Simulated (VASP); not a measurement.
Set up this calculation in VASP 6.6.1, as the native input.

```yaml
Task: single point
Functional: PBE
Potentials_or_basis: VASP PAW PBE potentials, release 64 (C)
Cutoff: 520 eV
k_mesh: 10 × 10 × 6
Occupations: gaussian, width 0.05 eV
Spin: no spin polarisation
Dipole_correction: no
Further_INCAR_settings: ALGO = Normal; EDIFF = 1e-06; NBANDS = 16
```

The structure of C lies in POSCAR:

```
C
1.0
    0.0000000000     -1.7857375322     -1.7857375322
    0.0000000000      1.7857375322     -1.7857375322
    3.5714750644      0.0000000000      0.0000000000
C
4
Direct
    0.5000000000      0.5000000000      0.0000000000
    0.0000000000      0.0000000000      0.5000000000
    0.0000000000      0.5000000000      0.2500000000
    0.5000000000      0.0000000000      0.7500000000
```

One way to write it, as run:

INCAR

```
PREC = Accurate
ENCUT = 520
EDIFF = 1E-6
ISMEAR = 0
SIGMA = 0.05
LREAL = F
LASPH = T
NELM = 80
ALGO = Normal
ISIF = 2
LWAVE = F
LCHARG = F
GGA = PE
NBANDS = 16
```

KPOINTS

```
Automatic mesh
0
Gamma
  10 10 6
```

Potentials or basis: VASP PAW PBE potentials, release 64 (C).

Run with:

```sh
$ cat potpaw_PBE.64/C/POTCAR > POTCAR
$ mpirun -np 1 vasp_std > vasp.out
```

It gave:

- Pressure: 0.7 GPa
- Band gap on the k mesh: 4.14 eV

It took 34 s on 1 thread of Intel Xeon 8259CL (shared host), peak memory 0.14 GiB.
